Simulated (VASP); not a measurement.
Write the native input for VASP 6.6.1 that does the following.

```yaml
Task: single point
Functional: PBE
Potentials_or_basis: VASP PAW PBE potentials, release 64 (W_sv, N)
Cutoff: 520 eV
k_mesh: 6 × 6 × 4
Occupations: gaussian, width 0.1 eV
Spin: no spin polarisation
Dipole_correction: no
Further_INCAR_settings: ALGO = Normal; EDIFF = 1e-07; NBANDS = 34
```

The structure of W3N2 lies in POSCAR:

```
W3N2
1.0
    3.0333373559      0.0000000000      0.0000000000
   -1.5166686779      2.6269472084      0.0000000000
    0.0000000000      0.0000000000      9.8515586174
W N
3 2
Direct
    0.0000000000      0.0000000000      0.0000000000
    0.3333333333      0.6666666667      0.7740782627
    0.6666666667      0.3333333333      0.2259217373
    0.3333333333      0.6666666667      0.3189392705
    0.6666666667      0.3333333333      0.6810607295
```

The input as run:

INCAR

```
SYSTEM = W3N2
PREC = Accurate
ENCUT = 520
EDIFF = 1E-7
ISMEAR = 0
SIGMA = 0.1
LREAL = .False.
LASPH = .True.
NELM = 60
ALGO = Normal
ISIF = 2
LWAVE = .False.
LCHARG = .False.
GGA = PE
NBANDS = 34
```

KPOINTS

```
regular mesh
0
Gamma
  6 6 4
  0 0 0
```

Potentials or basis: VASP PAW PBE potentials, release 64 (W_sv, N).

Run with:

```bash
$ cat potpaw_PBE.64/W_sv/POTCAR potpaw_PBE.64/N/POTCAR > POTCAR
$ mpirun -np 1 vasp_std > vasp.out
```

Results of the run:

* Pressure: 0.9 GPa
* Largest force: 0.135 eV/Å
* Band gap on the k mesh: zero (bands 26 and 27 overlap by 0.74 eV)

Caveat: the k points lie up to 0.40 Å⁻¹ apart, too coarse for converged energies and pressures of a metal; spin-orbit coupling is left out, which moves the levels of the heavy elements.

Run time: 50 s on 1 thread of Intel(R) Xeon(R) Platinum 8488C (Sapphire Rapids), on a shared host, peak memory 0.22 GiB.
